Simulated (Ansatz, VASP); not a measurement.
**Cu6N in VASP and in Ansatz**

Contents of INCAR:

```
SYSTEM = Cu6N
ALGO = Normal
DIPOL = 0.5 0.5 0.301
EDIFF = 1E-7
ENCUT = 520
GGA = PE
IDIPOL = 3
ISIF = 2
ISMEAR = 0
IVDW = 12
LASPH = .True.
LCHARG = .True.
LDIPOL = .True.
LELF = .True.
LREAL = .False.
LVACPOTAV = .True.
LVHAR = .True.
LWAVE = .False.
NBANDS = 84
NELM = 100
PREC = Accurate
SIGMA = 0.1
```

KPOINTS

```
k-points
0
Gamma
  6 6 1
  0 0 0
```

The input POSCAR:

```
Cu6N
1.0
    5.0393684011      0.0000000000      0.0000000000
   -2.5196842005      4.3642210544      0.0000000000
    0.0000000000      0.0000000000     22.8221943999
Cu N
12 2
Direct
    0.3333333333      0.1666666667      0.1752679839
    0.3333333333      0.6666666667      0.1752679839
    0.8333333333      0.1666666667      0.1752679839
    0.8333333333      0.6666666667      0.1752679839
    0.1666666667      0.3333333333      0.2655783499
    0.1666666667      0.8333333333      0.2655783499
    0.6666666667      0.3333333333      0.2655783499
    0.6666666667      0.8333333333      0.2655783499
    0.0000000000      0.0000000000      0.3558901593
    0.0000000000      0.5000000000      0.3558901593
    0.5000000000      0.0000000000      0.3558901593
    0.5000000000      0.5000000000      0.3558901593
    0.0000000000      0.0000000000      0.4873411472
    0.0000000000      0.0000000000      0.5355398427
```

Input for Ansatz:

```yaml
crystal:
  lattice:
    - [5.0393684011, 0.0, 0.0]
    - [-2.5196842005, 4.3642210544, 0.0]
    - [0.0, 0.0, 22.8221943999]
  atoms:
    - { symbol: Cu, position: [0.3333333333, 0.1666666667, 0.1752679839] }
    - { symbol: Cu, position: [0.3333333333, 0.6666666667, 0.1752679839] }
    - { symbol: Cu, position: [0.8333333333, 0.1666666667, 0.1752679839] }
    - { symbol: Cu, position: [0.8333333333, 0.6666666667, 0.1752679839] }
    - { symbol: Cu, position: [0.1666666667, 0.3333333333, 0.2655783499] }
    - { symbol: Cu, position: [0.1666666667, 0.8333333333, 0.2655783499] }
    - { symbol: Cu, position: [0.6666666667, 0.3333333333, 0.2655783499] }
    - { symbol: Cu, position: [0.6666666667, 0.8333333333, 0.2655783499] }
    - { symbol: Cu, position: [0.0, 0.0, 0.3558901593] }
    - { symbol: Cu, position: [0.0, 0.5, 0.3558901593] }
    - { symbol: Cu, position: [0.5, 0.0, 0.3558901593] }
    - { symbol: Cu, position: [0.5, 0.5, 0.3558901593] }
    - { symbol: "N", position: [0.0, 0.0, 0.4873411472] }
    - { symbol: "N", position: [0.0, 0.0, 0.5355398427] }
basis:
  ecutwfc: 420
kpoints:
  mp_grid: { grid: [6, 6, 1] }
hamiltonian:
  xc: pbe
  dispersion: d3bj
scf:
  occupations: { method: gaussian, width: 0.1 }
output:
  forces: true
  eigenvalues: true
efield:
  axis: 3
  dipole_correction: true
  ramp_width: 0.04
```

Alike in both runs: task single point; functional PBE; dispersion D3(BJ); k mesh 6 × 6 × 1; occupations gaussian, width 0.1 eV; no spin polarisation.

|  | VASP | Ansatz |
| --- | --- | --- |
| version | VASP 6.6.1 | Ansatz 0.2.0 |
| potentials or method | VASP PAW PBE potentials, release 64 (Cu, N), cutoff 520 eV | scalar-relativistic, plane waves, PAW |
| valence electrons in the cell | 142 | 238 |

|  | VASP | Ansatz | Ansatz less VASP |
| --- | --- | --- | --- |
| gap on the k mesh at the Fermi level (eV) | none | none | - |
| rms of the force components (eV/Å) | 0.476 | 0.086 | -0.3907 |
| work function, face that differs most (eV) | 4.79 | 4.81 | +0.025 |

Atom by atom the forces differ by 0.391 eV/Å (rms over components). A gap of «none» marks a metal or a gap that the smearing closes. One of these differences is far larger than is usual between the two programs; its cause wasn't traced. VASP's potentials hold 142 valence electrons a cell and Ansatz's 238, so a difference there can come from the potentials and not from the codes.

Noted on VASP's run: the standard files for N, O and F lose accuracy on very short bonds.
